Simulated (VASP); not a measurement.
# EuS (Fm-3m) in VASP: notebook, part 2 of 2

VASP 6.6.1. Earlier steps stand in the parts before.

## (3) Relaxation of cell and atoms, LDA, collinear spin, ferromagnetic start

This run uses another cell than the first one, of 26.42 Å³/atom.

INCAR

```
SYSTEM = EuS
ALGO = Normal
EDIFF = 1E-7
EDIFFG = -0.01
ENCUT = 600
GGA = CA
GGA_COMPAT = .FALSE.
IBRION = 2
ISIF = 3
ISMEAR = -1
ISPIN = 2
LASPH = .TRUE.
LCHARG = .FALSE.
LMAXMIX = 6
LORBIT = 11
LREAL = .FALSE.
LWAVE = .FALSE.
MAGMOM = 7 0
NELM = 200
NELMIN = 4
NSW = 60
PREC = Accurate
SIGMA = 0.05
```

KPOINTS

```
k-points
0
G
  8 8 8
  0 0 0
```

POSCAR

```
EuS
1.0
    0.0000000000      2.9785000000      2.9785000000
    2.9785000000      0.0000000000      2.9785000000
    2.9785000000      2.9785000000      0.0000000000
Eu S
1 1
Direct
    0.0000000000      0.0000000000      0.0000000000
    0.5000000000      0.5000000000      0.5000000000
```

Potentials or basis: VASP PAW PBE potentials, release 64 (Eu, S).

Run with:

```bash
cat potpaw_PBE.64/Eu/POTCAR potpaw_PBE.64/S/POTCAR > POTCAR
mpirun -np 1 vasp_std > vasp.out
```

Run time: 6.6 min. Hardware: 1 thread of Intel Xeon Platinum 8259CL at 2.50GHz (Skylake/Cascade Lake), shared host; peak memory 0.25 GiB.

The run converged. Its results:

```yaml
Free_energy: -20.7503 eV
Relaxed_volume: 22.59 Å³/atom
Relaxed_cell: a = 3.998 Å, b = 3.998 Å, c = 3.998 Å, α = 60.00°, β = 60.00°, γ = 60.00°
Space_group_after_relaxing_to_0.1_Å: Fm-3m (No. 225)
Energy_gained_by_relaxing: 105.1 meV/atom
Ionic_steps: 3
Pressure_after_relaxing: 0.0 GPa
Net_moment: -6.87 μB per cell
Site_moments: Eu -6.52; S +0.06 μB
Valence_electrons_inside_the_program's_atomic_spheres: Eu 14.74; S 3.75
```

The path:
```csv
step,energy change (eV),largest force (eV/Å),pressure (GPa),volume (Å³)
1,0.0000,0.0000,-7.57,52.85
2,-0.2010,0.0000,2.25,43.86
3,-0.2101,0.0000,0.00,45.18
```

Final structure:
```
Eu S
1.0
     0.00000    2.82686    2.82686
     2.82686    0.00000    2.82686
     2.82686    2.82686    0.00000
Eu S
1 1
Direct
  0.00000 0.00000 0.00000
  0.50000 0.50000 0.50000
```

Levels at points of the mesh, in eV from the Fermi level:
Spin up:
| k point | band 6 | band 7 | band 8 | band 9 | band 10 | band 11 |
| --- | --- | --- | --- | --- | --- | --- |
| (0.00, 0.00, 0.00) | -2.48 | -2.48 | -2.48 | 1.57 | 1.57 | 1.57 |
| (0.50, 0.00, 0.00) | -5.57 | -3.99 | -3.99 | 2.71 | 3.59 | 3.59 |
| (0.50, 0.50, 0.00) | -3.57 | -2.78 | -2.78 | -0.73 | 3.77 | 3.83 |
Spin down:
| k point | band 11 | band 12 | band 13 | band 14 | band 15 | band 16 | band 17 | band 18 | band 19 |
| --- | --- | --- | --- | --- | --- | --- | --- | --- | --- |
| (0.00, 0.00, 0.00) | -0.27 | -0.27 | 0.22 | 0.22 | 0.22 | 0.93 | 0.93 | 0.93 | 1.95 |
| (0.50, 0.00, 0.00) | -0.45 | -0.34 | -0.34 | -0.28 | -0.26 | 3.53 | 3.77 | 4.11 | 4.11 |
| (0.50, 0.50, 0.00) | -0.39 | -0.35 | -0.35 | -0.29 | -0.01 | -0.01 | 3.32 | 4.17 | 5.36 |

Caveat: the PAW data sets were made with another functional, which shifts forces and pressure a little; spin-orbit coupling is left out, which moves the levels of the heavy elements; a cell with one magnetic atom can't hold antiferromagnetic order, which such compounds often take; semilocal functionals describe open f shells poorly, which spoils levels, moments and volumes. The state reached can hang on the start; a lower one may exist.

## (4) Single point, PBE, collinear spin, ferromagnetic start

This run uses another cell than the first one, of 25.08 Å³/atom.

INCAR

```
SYSTEM = EuS
ALGO = Normal
EDIFF = 1E-6
ENCUT = 600
GGA = PE
GGA_COMPAT = .False.
ISIF = 2
ISMEAR = -1
ISPIN = 2
LASPH = .True.
LCHARG = .False.
LMAXMIX = 6
LORBIT = 11
LREAL = .False.
LWAVE = .False.
MAGMOM = 7 0
NBANDS = 22
NELM = 200
PREC = Accurate
SIGMA = 0.05
```

KPOINTS

```
k-points
0
Gamma
  8 8 8
  0 0 0
```

POSCAR

```
EuS
1.0
    0.0000000000      2.9273145018      2.9273145018
    2.9273145018      0.0000000000      2.9273145018
    2.9273145018      2.9273145018      0.0000000000
Eu S
1 1
Direct
    0.0000000000      0.0000000000      0.0000000000
    0.5000000000      0.5000000000      0.5000000000
```

Run with:

```bash
cat potpaw_PBE.64/Eu/POTCAR potpaw_PBE.64/S/POTCAR > POTCAR
mpirun -np 1 vasp_std > vasp.out
```

Wall time 62 s (1 thread of Intel Xeon Platinum 8559C (Emerald Rapids), shared host); peak memory 0.28 GiB.

The run converged. Its results:

* Free energy: -19.9299 eV
* Pressure: -0.3 GPa
* Band gap on the k mesh: zero (filled and empty bands overlap)
* Net moment: 6.96 μB per cell
* Site moments: Eu +6.57; S -0.07 μB
* Valence electrons inside the program's atomic spheres: Eu 14.76; S 3.76

Levels at points of the mesh, in eV from the Fermi level:
Spin up:
| k point | band 11 | band 12 | band 13 | band 14 | band 15 | band 16 | band 17 | band 18 | band 19 | band 20 |
| --- | --- | --- | --- | --- | --- | --- | --- | --- | --- | --- |
| (0.00, 0.00, 0.00) | -0.28 | -0.28 | 0.08 | 0.08 | 0.08 | 1.01 | 1.01 | 1.01 | 1.06 | 1.92 |
| (0.50, 0.00, 0.00) | -0.43 | -0.33 | -0.33 | -0.29 | -0.28 | 3.06 | 3.36 | 3.77 | 3.77 | 6.90 |
| (0.50, 0.50, 0.00) | -0.37 | -0.34 | -0.34 | -0.30 | -0.09 | -0.09 | 3.13 | 3.49 | 4.76 | 4.87 |
Spin down:
```
           k point  band 6  band 7  band 8  band 9  band 10  band 11
(0.00, 0.00, 0.00)   -2.65   -2.65   -2.65    1.72     1.79     1.79
(0.50, 0.00, 0.00)   -5.31   -3.88   -3.88    2.88     4.03     4.03
(0.50, 0.50, 0.00)   -3.77   -2.99   -2.99   -0.30     4.00     4.21
```

Caveat: spin-orbit coupling is left out, which moves the levels of the heavy elements; a cell with one magnetic atom can't hold antiferromagnetic order, which such compounds often take; semilocal functionals describe open f shells poorly, which spoils levels, moments and volumes. The state reached can hang on the start; a lower one may exist.

## (5) Relaxation of cell and atoms, PBE, collinear spin, ferromagnetic start

This run uses another cell than the first one, of 26.42 Å³/atom.

INCAR

```
SYSTEM = EuS
  ALGO = Normal
  EDIFF = 1E-7
  EDIFFG = -0.02
  ENCUT = 600
  GGA = PE
  GGA_COMPAT = .FALSE.
  IBRION = 2
  ISIF = 3
  ISMEAR = -1
  ISPIN = 2
  LASPH = .TRUE.
  LCHARG = .FALSE.
  LMAXMIX = 6
  LORBIT = 11
  LREAL = .FALSE.
  LWAVE = .FALSE.
  MAGMOM = 7 0
  NELM = 200
  NELMIN = 4
  NSW = 80
  PREC = Accurate
  SIGMA = 0.05
```

KPOINTS

```
k-points
0
G
  8 8 8
  0 0 0
```

POSCAR

```
EuS
1.0
    0.0000000000      2.9785000000      2.9785000000
    2.9785000000      0.0000000000      2.9785000000
    2.9785000000      2.9785000000      0.0000000000
Eu S
1 1
Direct
    0.0000000000      0.0000000000      0.0000000000
    0.5000000000      0.5000000000      0.5000000000
```

Run with:

```bash
cat potpaw_PBE.64/Eu/POTCAR potpaw_PBE.64/S/POTCAR > POTCAR
mpirun -np 1 vasp_std > vasp.out
```

It took 4.2 min on 1 thread of Intel Xeon Platinum 8559C (Emerald Rapids), shared host; peak memory 0.29 GiB.

Results (log left out):

```yaml
Free_energy: -19.9308 eV
Relaxed_volume: 24.90 Å³/atom
Relaxed_cell: a = 4.130 Å, b = 4.130 Å, c = 4.130 Å, α = 60.00°, β = 60.00°, γ = 60.00°
Space_group_after_relaxing_to_0.1_Å: Fm-3m (No. 225)
Energy_gained_by_relaxing: 13.7 meV/atom
Ionic_steps: 3
Pressure_after_relaxing: 0.0 GPa
Band_gap_on_the_k_mesh: zero (filled and empty bands overlap)
Net_moment: 6.96 μB per cell
Site_moments: Eu +6.57; S -0.07 μB
Valence_electrons_inside_the_program's_atomic_spheres: Eu 14.76; S 3.76
```

Step by step:
```tsv
step	energy change (eV)	largest force (eV/Å)	pressure (GPa)	volume (Å³)
1	0.0000	0.0000	-2.74	52.85
2	-0.0270	0.0000	0.36	49.46
3	-0.0275	0.0000	0.02	49.80
```

Final structure:
```
Eu S
1.0
     0.00000    2.92006    2.92006
     2.92006    0.00000    2.92006
     2.92006    2.92006    0.00000
Eu S
1 1
Direct
  0.00000 0.00000 0.00000
  0.50000 0.50000 0.50000
```

Levels at points of the mesh, in eV from the Fermi level:
Spin up:
```csv
k point,band 13,band 14,band 15,band 16,band 17,band 18
"(0.00, 0.00, 0.00)",0.09,0.09,0.09,1.00,1.00,1.00
"(0.50, 0.00, 0.00)",-0.33,-0.29,-0.28,3.09,3.38,3.79
"(0.50, 0.50, 0.00)",-0.35,-0.30,-0.09,-0.09,3.14,3.53
```
Spin down:
```tsv
k point	band 4	band 5	band 6	band 7	band 8	band 9	band 10	band 11	band 12	band 13
(0.00, 0.00, 0.00)	-17.91	-13.63	-2.65	-2.65	-2.65	1.76	1.78	1.78	1.78	2.71
(0.50, 0.00, 0.00)	-17.94	-12.49	-5.33	-3.89	-3.89	2.88	4.03	4.03	4.21	4.37
(0.50, 0.50, 0.00)	-18.06	-13.27	-3.77	-2.98	-2.98	-0.32	4.01	4.21	4.26	4.30
```

Caveat: spin-orbit coupling is left out, which moves the levels of the heavy elements; a cell with one magnetic atom can't hold antiferromagnetic order, which such compounds often take; semilocal functionals describe open f shells poorly, which spoils levels, moments and volumes.

## (6) The runs side by side

| task | level | cell | gap on the mesh (eV) | pressure (GPa) | moment (μB) | relaxed volume (Å³/atom) |
| --- | --- | --- | --- | --- | --- | --- |
| single point | LDA | a = 3.999 Å, angles 60.0°, 2 atoms | none | 0.0 | 6.87 | - |
| relaxation of cell and atoms | LDA | relaxed from a = 4.212 Å, angles 60.0°, 2 atoms | none | 0.0 | 6.87 | 22.59 |
| single point | PBE | a = 4.140 Å, angles 60.0°, 2 atoms | none | -0.3 | 6.96 | - |
| relaxation of cell and atoms | PBE | relaxed from a = 4.212 Å, angles 60.0°, 2 atoms | none | 0.0 | 6.96 | 24.90 |

Alike in all rows: potentials or basis VASP PAW PBE potentials, release 64 (Eu, S); spin collinear, ferromagnetic start; k mesh 8 × 8 × 8; cutoff (eV) 600; smearing fermi-dirac 0.05 eV.

Caveats: spin-orbit coupling is left out, which moves the levels of the heavy elements; a cell with one magnetic atom can't hold antiferromagnetic order, which such compounds often take; semilocal functionals describe open f shells poorly, which spoils levels, moments and volumes; the PAW data sets were made with another functional, which shifts forces and pressure a little (at least some runs).

Total energies depend on the potentials used, so only differences within one code and one set of settings carry meaning.

## (7) How close it comes

Step 2. Measured gap of EuS: 1.72 eV (optical; 300 K; powder; “Crystal-field mediated electronic transitions of EuS up to 35 GPa”, 2022, pmc:8786971). This calculation gives 0.00 eV (-1.72 eV). So large a miss can be the level of theory's own, or it may mean another phase, state or a wrong row. Spin-orbit coupling on Eu is left out. The value is that of LDA on a finite k mesh, which can miss the band edges, without temperature or zero-point motion. Semilocal functionals fall short of measured gaps as a rule. The run's magnetic order (collinear spin, ferromagnetic start) needn't be the measured crystal's.

Step 4. Against the measured gap of EuS, 1.72 eV (optical; 300 K; powder; “Crystal-field mediated electronic transitions of EuS up to 35 GPa”, 2022, pmc:8786971), the calculated 0.00 eV is off by -1.72 eV. So large a miss can be the level of theory's own, or it may mean another phase, state or a wrong row. Spin-orbit coupling on Eu is left out. The value is that of PBE on a finite k mesh, which can miss the band edges, without temperature or zero-point motion. Semilocal functionals fall short of measured gaps as a rule. The run's magnetic order (collinear spin, ferromagnetic start) needn't be the measured crystal's.
